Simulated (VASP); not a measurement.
**Mg5Te: relaxation of cell and atoms with PBE**

Mg5Te:

```xyz
6
Lattice="3.6304 -3.0372 0.0000 3.6304 3.0372 0.0000 -3.5993 0.0000 6.5640" Properties=species:S:1:pos:R:3 pbc="T T T"
Mg    3.6304    0.0000    0.0000
Mg    1.8152   -1.5186    0.0000
Mg    1.8152    1.5186    0.0000
Mg    0.0155    1.5186    3.2820
Mg    0.0155   -1.5186    3.2820
Te    1.8307    0.0000    3.2820
```

The cell was built from a structure type or drawn by symmetry, and may not be a known phase.

```json
{
 "Program": "VASP 6.6.1",
 "Task": "relaxation of cell and atoms",
 "Functional": "PBE",
 "Potentials or basis": "VASP PAW PBE potentials, release 64 (Mg, Te)",
 "Cutoff": "600 eV",
 "k mesh": "4 × 4 × 4",
 "Occupations": "gaussian, width 0.1 eV",
 "Spin": "no spin polarisation",
 "Dipole correction": "no",
 "Further INCAR settings": "ALGO = Normal; EDIFF = 1e-07; IBRION = 2; EDIFFG = -0.04; NSW = 90; ISIF = 3"
}
```

* Relaxed volume: 28.16 Å³/atom
* Relaxed cell: a = 6.044 Å, b = 6.044 Å, c = 7.501 Å, α = 128.25°, β = 128.25°, γ = 67.76°
* Space group after relaxing (to 0.1 Å): I4/mmm (No. 139)
* Pressure after relaxing: 0.0 GPa
* Band gap on the k mesh: zero (bands 8 and 9 overlap by 0.92 eV)

Stress tensor (GPa, compression positive):
```
 0.09  0.00  0.00
 0.00 -0.04  0.00
 0.00  0.00 -0.01
```

Final structure:
```
CELL_PARAMETERS angstrom
5.00981 -3.36920 -0.28923
5.00981 3.36920 -0.28923
-5.29609 0.00000 5.31133
ATOMIC_POSITIONS crystal
Mg 0.50000 0.50000 0.00000
Mg 0.50000 0.00000 0.00000
Mg 0.00000 0.50000 0.00000
Mg 0.00000 0.50000 0.50000
Mg 0.50000 0.00000 0.50000
Te 0.50000 0.50000 0.50000
```

Levels at points of the mesh, in eV from the Fermi level:
| k point | band 5 | band 6 | band 7 | band 8 | band 9 | band 10 | band 11 | band 12 |
| --- | --- | --- | --- | --- | --- | --- | --- | --- |
| (0.00, 0.00, 0.00) | -3.70 | -0.73 | -0.66 | -0.25 | -0.21 | 0.27 | 0.47 | 0.89 |
| (0.50, 0.00, 0.00) | -3.77 | -1.79 | -0.30 | -0.15 | 0.94 | 1.38 | 2.18 | 2.49 |
| (0.50, 0.50, 0.00) | -3.48 | -1.37 | 0.12 | 0.15 | 0.37 | 1.62 | 1.66 | 2.04 |
| (0.00, 0.00, 0.50) | -2.80 | -1.68 | -1.47 | -0.55 | 0.43 | 1.70 | 2.00 | 2.61 |
| (0.50, 0.00, 0.50) | -2.81 | -1.63 | -1.47 | -0.55 | 0.41 | 1.61 | 2.06 | 2.53 |
| (0.50, 0.50, 0.50) | -2.81 | -1.68 | -1.48 | -0.55 | 0.42 | 1.68 | 2.01 | 2.61 |

Run time: 6.7 min on 1 thread of Intel(R) Xeon(R) 6975P-C (Granite Rapids), with other jobs on the host, peak memory 0.35 GiB.

Caveat: the volume moved by over 15 % at a fixed basis, so the end points are rough; spin-orbit coupling is left out, which moves the levels of the heavy elements.
